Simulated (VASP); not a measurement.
# Pd (P6_3/mmc) in VASP: settings compared, part 2 of 2

VASP 6.6.1. Earlier steps stand in the parts before.

## 4. Single point, PBEsol

INCAR

```
SYSTEM = Pd
ALGO     = Normal         ! electronic algorithm
EDIFF    = 1E-6           ! SCF threshold, eV
ENCUT    = 520            ! plane-wave cutoff, eV
GGA      = PS             ! functional
ISIF     = 2              ! what is computed and relaxed
ISMEAR   = 1              ! smearing method
LASPH    = .True.         ! aspherical terms in the spheres
LCHARG   = .True.         ! write CHGCAR
LELF     = .True.         ! ELF
LREAL    = .False.        ! projectors in reciprocal space
LVHAR    = .True.       
LWAVE    = .False.        ! write WAVECAR
NBANDS   = 28             ! bands
NELM     = 80             ! most SCF steps
PREC     = Accurate       ! precision mode
SIGMA    = 0.1            ! smearing width, eV
```

KPOINTS

```
k-points
0
Gamma
  9 9 3
  0 0 0
```

POSCAR

```
Pd
1.0
    2.7625600000      0.0000000000      0.0000000000
   -1.3812800000      2.3924500000      0.0000000000
    0.0000000000      0.0000000000      9.1183900000
Pd
4
Direct
    0.0000000000      0.0000000000      0.0000000000
    0.3333333333      0.6666666667      0.2500000000
    0.0000000000      0.0000000000      0.5000000000
    0.6666666667      0.3333333333      0.7500000000
```

Potentials or basis: VASP PAW PBE potentials, release 64 (Pd).

Launch:

```
> cat potpaw_PBE.64/Pd/POTCAR > POTCAR
> mpirun -np 1 vasp_std > vasp.out
```

OUTCAR:

```text
SYSTEM = Pd
   EDIFF = 1E-6
   ENCUT = 520
   GGA = PS
   ISIF = 2
   ISMEAR = 1
   LASPH = .True.
   LREAL = .False.
   NELM = 80
   PREC = Accurate

 ion  position               nearest neighbor table
   1  0.000  0.000  0.000-   2 2.78   4 2.78   4 2.78   2 2.78   4 2.78   2 2.78
   2  0.333  0.667  0.250-   1 2.78   3 2.78   1 2.78   3 2.78   1 2.78   3 2.78
   3  0.000  0.000  0.500-   2 2.78   4 2.78   4 2.78   2 2.78   4 2.78   2 2.78
   4  0.667  0.333  0.750-   1 2.78   3 2.78   1 2.78   3 2.78   1 2.78   3 2.78

  LATTYP: Found a hexagonal cell.
 ALAT       =     2.7625600000
 C/A-ratio  =     3.3007029712

  Lattice vectors:

 A1 = (   2.7625600000,   0.0000000000,   0.0000000000)
 A2 = (  -1.3812800000,   2.3924500000,   0.0000000000)
 A3 = (   0.0000000000,   0.0000000000,   9.1183900000)

Analysis of symmetry for initial positions (statically):
=====================================================================
 Subroutine PRICEL returns:
 Original cell was already a primitive cell.

 Routine SETGRP: Setting up the symmetry group for a
 hexagonal supercell.

 Subroutine GETGRP returns: Found 24 space group operations
 (whereof 12 operations were pure point group operations)
 out of a pool of 24 trial point group operations.

The static configuration has the point symmetry D_3d.
 The point group associated with its full space group is D_6h.

Analysis of symmetry for dynamics (positions and initial velocities):
=====================================================================
 Subroutine PRICEL returns:
 Original cell was already a primitive cell.

 Routine SETGRP: Setting up the symmetry group for a
 hexagonal supercell.

 Subroutine GETGRP returns: Found 24 space group operations
 (whereof 12 operations were pure point group operations)
 out of a pool of 24 trial point group operations.

The dynamic configuration has the point symmetry D_3d.
 The point group associated with its full space group is D_6h.

 Subroutine INISYM returns: Found 24 space group operations
 (whereof 12 operations are pure point group operations),
 and found     1 'primitive' translations

----------------------------------------------------------------------------------------

                                     Primitive cell

  volume of cell :      60.2661

  direct lattice vectors                    reciprocal lattice vectors
     2.762560000  0.000000000  0.000000000     0.361983088  0.208990784  0.000000000
    -1.381280000  2.392450000  0.000000000     0.000000000  0.417981567  0.000000000
     0.000000000  0.000000000  9.118390000     0.000000000  0.000000000  0.109668483

  length of vectors
     2.762560000  2.762562477  9.118390000     0.417981942  0.417981567  0.109668483

  position of ions in fractional coordinates (direct lattice)
     0.000000000  0.000000000  0.000000000
     0.333333333  0.666666667  0.250000000
     0.000000000  0.000000000  0.500000000
     0.666666667  0.333333333  0.750000000

  ion indices of the primitive-cell ions
   primitive index   ion index
                 1           1
                 2           2
                 3           3
                 4           4

----------------------------------------------------------------------------------------

 KPOINTS: k-points

Automatic generation of k-mesh.
 Grid dimensions read from file:
 generate k-points for:    9    9    3

 Generating k-lattice:

  Cartesian coordinates                     Fractional coordinates (reciprocal lattice)
     0.040220343  0.023221198  0.000000000     0.111111111  0.000000000  0.000000000
     0.000000000  0.046442396  0.000000000     0.000000000  0.111111111  0.000000000
     0.000000000  0.000000000  0.036556161     0.000000000  0.000000000  0.333333333

  Length of vectors
     0.046442438  0.046442396  0.036556161

  Shift w.r.t. Gamma in fractional coordinates (k-lattice)
     0.000000000  0.000000000  0.000000000

 Subroutine IBZKPT returns following result:
 ===========================================

 Found     24 irreducible k-points:

 Following reciprocal coordinates:
            Coordinates               Weight
  0.000000  0.000000  0.000000      1.000000
  0.111111  0.000000  0.000000      6.000000
  0.222222  0.000000  0.000000      6.000000
  0.333333 -0.000000  0.000000      6.000000
  0.444444  0.000000  0.000000      6.000000
  0.111111  0.111111  0.000000      6.000000
[... 16 lines left out ...]
  0.333333  0.222222  0.333333     24.000000
  0.333333  0.333333  0.333333      4.000000
   k-points           NKPTS =     24   k-points in BZ     NKDIM =     24   number of bands    NBANDS=     28
   number of dos      NEDOS =    301   number of ions     NIONS =      4
   total plane-waves  NPLWV =  40320
   dimension x,y,z NGX =    24 NGY =   24 NGZ =   70
   dimension x,y,z NGXF=    48 NGYF=   48 NGZF=  140
   ions per type =               4
   NGX,Y,Z   is equivalent  to a cutoff of  14.44, 14.44, 12.76 a.u.
   NGXF,Y,Z  is equivalent  to a cutoff of  28.89, 28.89, 25.52 a.u.
 SYSTEM =  Pd
   PREC   = accura    normal or accurate (medium, high low for compatibility)
   ISTART =      0    job   : 0-new  1-cont  2-samecut
   ICHARG =      2    charge: 1-file 2-atom 10-const
   ISPIN  =      1    spin polarized calculation?
   LNONCOLLINEAR =      F non collinear calculations
   LSORBIT =      F    spin-orbit coupling
   LASPH  =      T    aspherical Exc in radial PAW
   ENCUT  =  520.0 eV  38.22 Ry    6.18 a.u.   5.14  5.14 16.95*2*pi/ulx,y,z
   NELM   =     80;   NELMIN=  2; NELMDL= -5     # of ELM steps
   EDIFF  = 0.1E-05   stopping-criterion for ELM
   LREAL  =      F    real-space projection
[... 7 lines left out ...]
   TEBEG  =    0.0;   TEEND  =   0.0 temperature during run
   PSTRESS=    0.0 pullay stress
   NELECT =      40.0000    total number of electrons
   NUPDOWN=      -1.0000    fix difference up-down
   EMIN   =  10.00;   EMAX   =-10.00  energy-range for DOS
   EFERMI =   0.00;   METHOD = LEGACY
   ISMEAR =     1;   SIGMA  =   0.10  broadening in eV -4-tet -1-fermi 0-gaus
   EFERMI_NEDOS =   21; number of points for ismear=-14 and -15
   IALGO  =     38    algorithm
   IMIX   =      4    mixing-type and parameters
     AMIX     =   0.40;   BMIX     =  1.00
     AMIX_MAG =   1.60;   BMIX_MAG =  1.00
  volume/ion in A,a.u.               =      15.07       101.67
  Fermi-wavevector in a.u.,A,eV,Ry     =   1.428030  2.698585 27.745937  2.039269
  Thomas-Fermi vector in A             =   2.548135
   LORBIT       =      0    0 simple, 1 ext, 2 COOP (PROOUT), +10 PAW based schemes
   GGA     = PS    functional components
   LHFCALC =     F    Hartree Fock is set to
   AEXX    =    0.0000 exact exchange contribution
   IVDW    =     0    specifies the selected vdW correction
   LEPSILON=     F    determine dielectric tensor
   LRPA    =     F    only Hartree local field effects (RPA)
 non-spin polarized calculation
 Methfessel and Paxton  Order N= 1 SIGMA  =   0.10
  energy-cutoff  :      520.00
  volume of cell :       60.27
 maximum number of plane-waves:      1638
 NGX is ok and might be reduce to    24
   NGX = 11   NGY = 11   NGZ = 33

 number of electron      40.0000014 magnetization

 Free energy of the ion-electron system (eV)
  ---------------------------------------------------
  ext. energy  EPLUGINS =         0.00000000
  ---------------------------------------------------
  free energy    TOTEN  =       -23.73494934 eV

  energy without entropy =      -23.72985475  energy(sigma->0) =      -23.73325114

 E-fermi :   9.2626     XC(G=0): -13.2499

 val. band max:        9.2544669431   @ k =   0.4444   0.1111   0.0000
 cond. band min:       9.2668892675   @ k =   0.3333   0.2222   0.3333
 fundamental gap:      0.0124223244
 Fermi energy:         9.2625705255

 k-point     1 :       0.0000    0.0000    0.0000
  band No.  band energies     occupation
      1       2.1897      2.00000
      2       3.8336      2.00000
      3       3.8501      2.00000
      4       4.0725      2.00000
      5       6.3985      2.00000
      6       6.4276      2.00000
[... 20 lines left out ...]
     27      23.3908      0.00000
     28      26.1611      0.00000
[... 683 lines left out ...]
 k-point    24 :       0.3333    0.3333    0.3333
  band No.  band energies     occupation
      1       4.9878      2.00000
      2       4.9878      2.00000
      3       5.3072      2.00000
      4       5.4371      2.00000
      5       5.5592      2.00000
      6       5.5592      2.00000
[... 20 lines left out ...]
     27      18.9262      0.00000
     28      18.9263      0.00000

------------------------ aborting loop because EDIFF is reached ----------------------------------------

  FORCE on cell =-STRESS in cart. coord.  units (eV):
  Direction    XX          YY          ZZ          XY          YZ          ZX
  --------------------------------------------------------------------------------------
  -------------------------------------------------------------------------------------
  Total       -2.4600937     -2.4600996     -2.5969018     -0.0000000      0.0000000      0.0000000
  in kB      -65.4017672    -65.4019236    -69.0388190     -0.0000000      0.0000000      0.0000000
  external PRESSURE =     -66.6141699 kB  Pullay stress =       0.0000000 kB

 VOLUME and BASIS-vectors are now :
 -----------------------------------------------------------------------------
  energy-cutoff  :      520.00
  volume of cell :       60.27
      direct lattice vectors                 reciprocal lattice vectors
     2.762560000  0.000000000  0.000000000     0.361983088  0.208990784  0.000000000
    -1.381280000  2.392450000  0.000000000     0.000000000  0.417981567  0.000000000
     0.000000000  0.000000000  9.118390000     0.000000000  0.000000000  0.109668483

 POSITION                                       TOTAL-FORCE (eV/Angst)
 -----------------------------------------------------------------------------------
      0.00000      0.00000      0.00000         0.000000      0.000000      0.000000
     -0.00000      1.59497      2.27960         0.000000      0.000000      0.000000
      0.00000      0.00000      4.55919         0.000000      0.000000      0.000000
      1.38128      0.79748      6.83879        -0.000000     -0.000000     -0.000000
 -----------------------------------------------------------------------------------
    total drift:                               -0.000000      0.000000      0.000000

  FREE ENERGIE OF THE ION-ELECTRON SYSTEM (eV)
  ---------------------------------------------------
  free  energy   TOTEN  =       -23.7349493388 eV

  energy  without entropy=      -23.7298547514  energy(sigma->0) =      -23.73325114
```

Run time: 24 s. Hardware: 1 thread of Intel Xeon 6975P-C (Granite Rapids), shared host; peak memory 0.2 GiB.

What came out:

```yaml
Free_energy: -23.7349 eV
Pressure: -6.7 GPa
Band_gap_on_the_k_mesh: zero (band 20 reaches 9.43 eV, above the bottom of band 21 at 8.59 eV)
```

Caveat: the PAW data sets were made with another functional, which shifts forces and pressure a little.
